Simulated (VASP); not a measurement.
Input of a VASP 6.6.1 run:

Contents of INCAR:

```
SYSTEM = Si
ALGO = Normal ; EDIFF = 1E-7
ENCUT = 520 ; ISIF = 2
ISMEAR = 0 ; LASPH = .True.
LCHARG = .False. ; LREAL = .False.
LWAVE = .False. ; NBANDS = 8
NELM = 60 ; PREC = Accurate
SIGMA = 0.15
```

The input KPOINTS:

```
k-points
0
Gamma
  28 28 28
  0 0 0
```

File POSCAR:

```
Si
1.0
   -1.6847328291      1.6847328291      1.3439566585
    1.6847328291     -1.6847328291      1.3439566585
    1.6847328291      1.6847328291     -1.3439566585
Si
1
Direct
    0.0000000000      0.0000000000      0.0000000000
```

Potentials or basis: VASP PAW LDA potentials, release 64 (Si).

Command:

```bash
$ cat potpaw_LDA.64/Si/POTCAR > POTCAR
$ mpirun -np 1 vasp_std > vasp.out
```

Task: Estimate the pressure.

Result: -7.1 GPa.

Task: Predict the band gap on the k mesh.

Result: Zero (band 2 reaches 18.35 eV, above the bottom of band 3 at 6.08 eV).

Stress tensor (GPa, compression positive):
```
-6.99  0.00  0.00
 0.00 -6.99  0.00
 0.00  0.00 -7.30
```

Caveat: the cell differs from its parent crystal (strain +0.030 along x and y, +0.030 along z).
